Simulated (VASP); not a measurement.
# SnSe2 (P-3m1) in VASP: single point with PBE+D3(BJ)

Aim: the single point of SnSe2 with PBE+D3(BJ).

All numbers are computed with VASP 6.6.1; they aren't measurements. Logs are shortened: lines on timing, memory, paths and dates and some standing lists are left out, and cuts for length are marked.

### 1 The cell of the first run

It takes space group P-3m1 (No. 164, trigonal). The conventional cell has a = 3.623 Å, b = 3.623 Å, c = 5.206 Å, α = 90.00°, β = 90.00°, γ = 120.00°. Sn (site symmetry -3m) has 6 Se at 2.63 Å and 6 Sn at 3.62 Å within 3.7 Å. Se (site symmetry 3m) has 3 Sn at 2.63 Å and 12 Se at 2.91 to 3.81 Å within 3.9 Å.

### 2 Single point, PBE+D3(BJ)

Contents of INCAR:

```
PREC = Accurate
ENCUT = 520
EDIFF = 1E-6
ISMEAR = 0
SIGMA = 0.05
LREAL = False
LASPH = True
NELM = 80
ALGO = Normal
ISIF = 2
LWAVE = False
LCHARG = False
GGA = PE
IVDW = 12
NBANDS = 20
```

Contents of KPOINTS:

```
regular mesh
0
Gamma
  18 18 10
```

Contents of POSCAR:

```
SnSe2
1.0
    3.6225056037      0.0000000000      0.0000000000
   -1.8112528019      3.1371818782      0.0000000000
    0.0000000000      0.0000000000      5.2057698332
Sn Se
1 2
Direct
    0.0000000000      0.0000000000      0.0000000000
    0.3333333333      0.6666666667      0.3058667272
    0.6666666667      0.3333333333      0.6941332728
```

Potentials or basis: VASP PAW PBE potentials, release 64 (Sn_d, Se).

On the command line:

```
$ cat potpaw_PBE.64/Sn_d/POTCAR potpaw_PBE.64/Se/POTCAR > POTCAR
$ mpirun -np 1 vasp_std > vasp.out
```

OUTCAR:

```text
PREC = Accurate
   ENCUT = 520
   EDIFF = 1E-6
   ISMEAR = 0
   LREAL = False
   LASPH = True
   NELM = 80
   ISIF = 2
   GGA = PE
   IVDW = 12
 IVDW          = 12

 ion  position               nearest neighbor table
   1  0.000  0.000  0.000-   2 2.63   3 2.63   3 2.63   2 2.63   3 2.63   2 2.63
   2  0.333  0.667  0.306-   1 2.63   1 2.63   1 2.63
   3  0.667  0.333  0.694-   1 2.63   1 2.63   1 2.63

  LATTYP: Found a hexagonal cell.
 ALAT       =     3.6225056037
 C/A-ratio  =     1.4370632934

  Lattice vectors:

 A1 = (   3.6225056037,   0.0000000000,   0.0000000000)
 A2 = (  -1.8112528019,   3.1371818782,   0.0000000000)
 A3 = (   0.0000000000,   0.0000000000,   5.2057698332)

Analysis of symmetry for initial positions (statically):
=====================================================================
 Subroutine PRICEL returns:
 Original cell was already a primitive cell.

 Routine SETGRP: Setting up the symmetry group for a
 hexagonal supercell.

 Subroutine GETGRP returns: Found 12 space group operations
 (whereof 12 operations were pure point group operations)
 out of a pool of 24 trial point group operations.

The static configuration has the point symmetry D_3d.

Analysis of symmetry for dynamics (positions and initial velocities):
=====================================================================
 Subroutine PRICEL returns:
 Original cell was already a primitive cell.

 Routine SETGRP: Setting up the symmetry group for a
 hexagonal supercell.

 Subroutine GETGRP returns: Found 12 space group operations
 (whereof 12 operations were pure point group operations)
 out of a pool of 24 trial point group operations.

The dynamic configuration has the point symmetry D_3d.

 Subroutine INISYM returns: Found 12 space group operations
 (whereof 12 operations are pure point group operations),
 and found     1 'primitive' translations

----------------------------------------------------------------------------------------

                                     Primitive cell

  volume of cell :      59.1608

  direct lattice vectors                    reciprocal lattice vectors
     3.622505604  0.000000000  0.000000000     0.276052023  0.159378710  0.000000000
    -1.811252802  3.137181878  0.000000000     0.000000000  0.318757420  0.000000000
     0.000000000  0.000000000  5.205769833     0.000000000  0.000000000  0.192094547

  length of vectors
     3.622505604  3.622505604  5.205769833     0.318757420  0.318757420  0.192094547

  position of ions in fractional coordinates (direct lattice)
     0.000000000  0.000000000  0.000000000
     0.333333333  0.666666667  0.305866727
     0.666666667  0.333333333  0.694133273

  ion indices of the primitive-cell ions
   primitive index   ion index
                 1           1
                 2           2
                 3           3

----------------------------------------------------------------------------------------

 KPOINTS: regular mesh

Automatic generation of k-mesh.
 Grid dimensions read from file:
 generate k-points for:   18   18   10

 Generating k-lattice:

  Cartesian coordinates                     Fractional coordinates (reciprocal lattice)
     0.015336223  0.008854373  0.000000000     0.055555556  0.000000000  0.000000000
     0.000000000  0.017708746  0.000000000     0.000000000  0.055555556  0.000000000
     0.000000000  0.000000000  0.019209455     0.000000000  0.000000000  0.100000000

  Length of vectors
     0.017708746  0.017708746  0.019209455

  Shift w.r.t. Gamma in fractional coordinates (k-lattice)
     0.000000000  0.000000000  0.000000000

 Subroutine IBZKPT returns following result:
 ===========================================

 Found    330 irreducible k-points:

 Following reciprocal coordinates:
            Coordinates               Weight
  0.000000  0.000000  0.000000      1.000000
  0.055556 -0.000000  0.000000      6.000000
  0.111111 -0.000000  0.000000      6.000000
  0.166667 -0.000000  0.000000      6.000000
  0.222222 -0.000000  0.000000      6.000000
  0.277778 -0.000000  0.000000      6.000000
[... 16 lines left out ...]
  0.333333  0.111111  0.000000     12.000000
  0.388889  0.111111  0.000000     12.000000
 [... further k-points ...]
   k-points           NKPTS =    330   k-points in BZ     NKDIM =    330   number of bands    NBANDS=     20
   number of dos      NEDOS =    301   number of ions     NIONS =      3
   total plane-waves  NPLWV =  31360
   dimension x,y,z NGX =    28 NGY =   28 NGZ =   40
   dimension x,y,z NGXF=    56 NGYF=   56 NGZF=   80
   ions per type =               1   2
   NGX,Y,Z   is equivalent  to a cutoff of  12.85, 12.85, 12.77 a.u.
   NGXF,Y,Z  is equivalent  to a cutoff of  25.70, 25.70, 25.55 a.u.
 SYSTEM =  unknown system
   PREC   = accura    normal or accurate (medium, high low for compatibility)
   ISTART =      0    job   : 0-new  1-cont  2-samecut
   ICHARG =      2    charge: 1-file 2-atom 10-const
   ISPIN  =      1    spin polarized calculation?
   LNONCOLLINEAR =      F non collinear calculations
   LSORBIT =      F    spin-orbit coupling
   LASPH  =      T    aspherical Exc in radial PAW
   ENCUT  =  520.0 eV  38.22 Ry    6.18 a.u.   6.74  6.74  9.68*2*pi/ulx,y,z
   NELM   =     80;   NELMIN=  2; NELMDL= -5     # of ELM steps
   EDIFF  = 0.1E-05   stopping-criterion for ELM
   LREAL  =      F    real-space projection
   EDIFFG = 0.1E-04   stopping-criterion for IOM
   NSW    =      0    number of steps for IOM
   IBRION =     -1    ionic relax: 0-MD 1-quasi-New 2-CG
   NFREE  =      0    steps in history (QN), initial steepest desc. (CG)
   ISIF   =      2    stress and relaxation
   ISYM   =      2    0-nonsym 1-usesym 2-fastsym
   POTIM  = 0.5000    time-step for ionic-motion
   TEBEG  =    0.0;   TEEND  =   0.0 temperature during run
   PSTRESS=    0.0 pullay stress
   NELECT =      26.0000    total number of electrons
   NUPDOWN=      -1.0000    fix difference up-down
   EMIN   =  10.00;   EMAX   =-10.00  energy-range for DOS
   EFERMI =   0.00;   METHOD = LEGACY
   ISMEAR =     0;   SIGMA  =   0.05  broadening in eV -4-tet -1-fermi 0-gaus
   EFERMI_NEDOS =   21; number of points for ismear=-14 and -15
   IALGO  =     38    algorithm
   IMIX   =      4    mixing-type and parameters
     AMIX     =   0.40;   BMIX     =  1.00
     AMIX_MAG =   1.60;   BMIX_MAG =  1.00
  volume/ion in A,a.u.               =      19.72       133.08
  Fermi-wavevector in a.u.,A,eV,Ry     =   1.244671  2.352088 21.078239  1.549207
  Thomas-Fermi vector in A             =   2.378928
   LORBIT       =      0    0 simple, 1 ext, 2 COOP (PROOUT), +10 PAW based schemes
   GGA     = PE    functional components
   LHFCALC =     F    Hartree Fock is set to
   AEXX    =    0.0000 exact exchange contribution
   IVDW    =    12    specifies the selected vdW correction
   LEPSILON=     F    determine dielectric tensor
   LRPA    =     F    only Hartree local field effects (RPA)
 non-spin polarized calculation
 Gauss-broadening in eV      SIGMA  =   0.05
  energy-cutoff  :      520.00
  volume of cell :       59.16
 maximum number of plane-waves:      1616
   NGX = 13   NGY = 13   NGZ = 19

 number of electron      25.9999995 magnetization

 Free energy of the ion-electron system (eV)
  ---------------------------------------------------
  ext. energy  EPLUGINS =         0.00000000
  ---------------------------------------------------
  free energy    TOTEN  =       -10.67299006 eV

  energy without entropy =      -10.67213114  energy(sigma->0) =      -10.67256060

 E-fermi :   8.1572     XC(G=0): -10.9251

 val. band max:        8.1548273518   @ k =  -0.0556   0.1667   0.1000
 cond. band min:       8.1586934696   @ k =   0.1667   0.0556   0.0000
 fundamental gap:      0.0038661179
 Fermi energy:         8.1572162766

 k-point     1 :       0.0000    0.0000    0.0000
  band No.  band energies     occupation
      1     -13.8264      2.00000
      2     -13.8264      2.00000
      3     -13.7736      2.00000
      4     -13.7462      2.00000
      5     -13.7462      2.00000
      6      -8.0425      2.00000
[... 12 lines left out ...]
     19      17.1541      0.00000
     20      17.2156      0.00000

 k-point     2 :       0.0556   -0.0000    0.0000
  band No.  band energies     occupation
      1     -13.8286      2.00000
      2     -13.8243      2.00000
      3     -13.7721      2.00000
      4     -13.7478      2.00000
      5     -13.7460      2.00000
      6      -8.0046      2.00000
[... 12 lines left out ...]
     19      16.1392      0.00000
     20      16.8795      0.00000

 k-point     3 :       0.1111   -0.0000    0.0000
  band No.  band energies     occupation
      1     -13.8355      2.00000
      2     -13.8186      2.00000
      3     -13.7678      2.00000
      4     -13.7519      2.00000
      5     -13.7454      2.00000
      6      -7.8915      2.00000
[... 12 lines left out ...]
     19      15.4835      0.00000
     20      16.5411      0.00000

 k-point     4 :       0.1667   -0.0000    0.0000
  band No.  band energies     occupation
      1     -13.8469      2.00000
      2     -13.8107      2.00000
      3     -13.7640      2.00000
      4     -13.7546      2.00000
      5     -13.7436      2.00000
      6      -7.7052      2.00000
[... 12 lines left out ...]
     19      15.2943      0.00000
     20      16.5051      0.00000

 k-point     5 :       0.2222   -0.0000    0.0000
  band No.  band energies     occupation
      1     -13.8618      2.00000
      2     -13.8027      2.00000
      3     -13.7684      2.00000
      4     -13.7477      2.00000
      5     -13.7397      2.00000
      6      -7.4498      2.00000
[... 12 lines left out ...]
     19      15.5323      0.00000
     20      16.8071      0.00000
[... 353 lines left out ...]
      6      -7.0272      2.00000
[... 12 lines left out ...]
     19      14.8656      0.00000
     20      18.7780      0.00000

 k-point    22 :       0.2778    0.1111    0.0000
  band No.  band energies     occupation
      1     -13.8890      2.00000
      2     -13.8015      2.00000
      3     -13.7762      2.00000
      4     -13.7377      2.00000
      5     -13.7172      2.00000
      6      -6.6655      2.00000
[... 12 lines left out ...]
     19      15.7144      0.00000
     20      19.4616      0.00000

 k-point    23 :       0.3333    0.1111    0.0000
  band No.  band energies     occupation
      1     -13.9001      2.00000
      2     -13.8010      2.00000
      3     -13.7802      2.00000
      4     -13.7284      2.00000
      5     -13.7123      2.00000
      6      -6.2821      2.00000
[... 12 lines left out ...]
     19      16.7446      0.00000
     20      19.9744      0.00000

 k-point    24 :       0.3889    0.1111    0.0000
  band No.  band energies     occupation
      1     -13.9074      2.00000
      2     -13.8010      2.00000
      3     -13.7828      2.00000
      4     -13.7199      2.00000
      5     -13.7110      2.00000
      6      -5.9343      2.00000
[... 12 lines left out ...]
     19      17.8316      0.00000
     20      20.3033      0.00000

 [... further k-points ...]

------------------------ aborting loop because EDIFF is reached ----------------------------------------

 Edisp (eV)   -1.43137

 E8    (eV) :    -0.6264

  FORCE on cell =-STRESS in cart. coord.  units (eV):
  Direction    XX          YY          ZZ          XY          YZ          ZX
  --------------------------------------------------------------------------------------
  -------------------------------------------------------------------------------------
  Total       7.44412     7.44412     7.46279    -0.00000    -0.00000     0.00000
  in kB     201.59996   201.59996   202.10550    -0.00000    -0.00000     0.00000
  external pressure =      201.77 kB  Pullay stress =        0.00 kB

 VOLUME and BASIS-vectors are now :
 -----------------------------------------------------------------------------
  energy-cutoff  :      520.00
  volume of cell :       59.16
      direct lattice vectors                 reciprocal lattice vectors
     3.622505604  0.000000000  0.000000000     0.276052023  0.159378710  0.000000000
    -1.811252802  3.137181878  0.000000000     0.000000000  0.318757420  0.000000000
     0.000000000  0.000000000  5.205769833     0.000000000  0.000000000  0.192094547

 POSITION                                       TOTAL-FORCE (eV/Angst)
 -----------------------------------------------------------------------------------
      0.00000      0.00000      0.00000         0.000000      0.000000     -0.000000
     -0.00000      2.09145      1.59227        -0.000000      0.000000      0.026127
      1.81125      1.04573      3.61350         0.000000     -0.000000     -0.026127
 -----------------------------------------------------------------------------------
    total drift:                                0.000000     -0.000000      0.000000

  FREE ENERGIE OF THE ION-ELECTRON SYSTEM (eV)
  ---------------------------------------------------
  free  energy   TOTEN  =       -12.1043575345 eV

  energy  without entropy=      -12.1034986193  energy(sigma->0) =      -12.10392808
```

Run time: 8.4 min. Hardware: 1 thread of Intel Xeon 8259CL, shared host; peak memory 0.48 GiB.

Results:

| Item | Value |
| --- | --- |
| Free energy | -12.1044 eV |
| Pressure | 20.2 GPa |
| Largest force | 0.026 eV/Å |
| Band gap on the k mesh | zero (bands 13 and 14 overlap by 1.34 eV) |
| Dispersion energy per atom | -0.477 eV |

Forces on the atoms (eV/Å):
```
Sn   0.000  0.000  0.000
Se   0.000  0.000  0.026
Se   0.000  0.000 -0.026
```

Caveat: the cell stands under pressure; spin-orbit coupling is left out, which moves the levels of the heavy elements.
